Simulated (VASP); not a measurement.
Set up this calculation in VASP 6.6.1, as the native input.

```
Task                   : relaxation of shape and atoms at fixed volume
Functional             : r2SCAN
Potentials or basis    : VASP PAW PBE potentials, release 64 (W_sv, C)
Cutoff                 : 600 eV
k mesh                 : 18 × 18 × 14
Occupations            : gaussian, width 0.1 eV
Spin                   : no spin polarisation
Dipole correction      : no
Further INCAR settings : ALGO = Normal; EDIFF = 1e-07; IBRION = 2; EDIFFG = -0.01; NSW = 50; ISIF = 4
```

Crystal: WC.

```
CELL_PARAMETERS angstrom
2.85024 0.00000 0.00000
-1.42512 2.46838 0.00000
0.00000 0.00000 2.78292
ATOMIC_POSITIONS crystal
W 0.00000 0.00000 0.00000
C 0.66667 0.33333 0.50000
```

This cell differs from its parent crystal: volume scaled by 0.94.

The input as run:

POSCAR

```
WC
1.0
    2.8502366387      0.0000000000      0.0000000000
   -1.4251183194      2.4683773359      0.0000000000
    0.0000000000      0.0000000000      2.7829233211
W C
1 1
Direct
    0.0000000000      0.0000000000      0.0000000000
    0.6666666667      0.3333333333      0.5000000000
```

INCAR.step1

```
  ALGO = Normal
  EDIFF = 1E-4
  ENCUT = 600
  GGA = PE
  ISMEAR = 0
  LASPH = True
  LCHARG = False
  LREAL = False
  LWAVE = True
  NELM = 80
  PREC = Accurate
  SIGMA = 0.1
```

INCAR.step2

```
  ALGO = Normal
  EDIFF = 1E-7
  EDIFFG = -0.01
  ENCUT = 600
  IBRION = 2
  ISIF = 4
  ISMEAR = 0
  ISTART = 1
  LASPH = True
  LCHARG = False
  LMIXTAU = True
  LREAL = False
  LWAVE = False
  METAGGA = R2SCAN
  NELM = 80
  NSW = 50
  PREC = Accurate
  SIGMA = 0.1
```

KPOINTS

```
k-points
0
Gamma
  18 18 14
```

Potentials or basis: VASP PAW PBE potentials, release 64 (W_sv, C).

The run is started by

```bash
$ cat potpaw_PBE.64/W_sv/POTCAR potpaw_PBE.64/C/POTCAR > POTCAR
$ cp INCAR.step1 INCAR
$ mpirun -np 1 vasp_std > vasp.out
$ cp INCAR.step2 INCAR
$ mpirun -np 1 vasp_std > vasp.out
```

It gave:

The energy gained by relaxing is 0.2 meV/atom. The ionic steps are 3. The pressure after relaxing is 30.6 GPa. The band gap on the k mesh is zero (band 9 reaches 12.52 eV, above the bottom of band 10 at 11.16 eV).

Caveat: the PAW data sets were made with another functional, which shifts forces and pressure a little; spin-orbit coupling is left out, which moves the levels of the heavy elements.

It took 7.4 min on 1 thread of Intel(R) Xeon(R) Platinum 8259CL CPU @ 2.50GHz (Skylake/Cascade Lake), with other jobs on the host, peak memory 0.23 GiB.
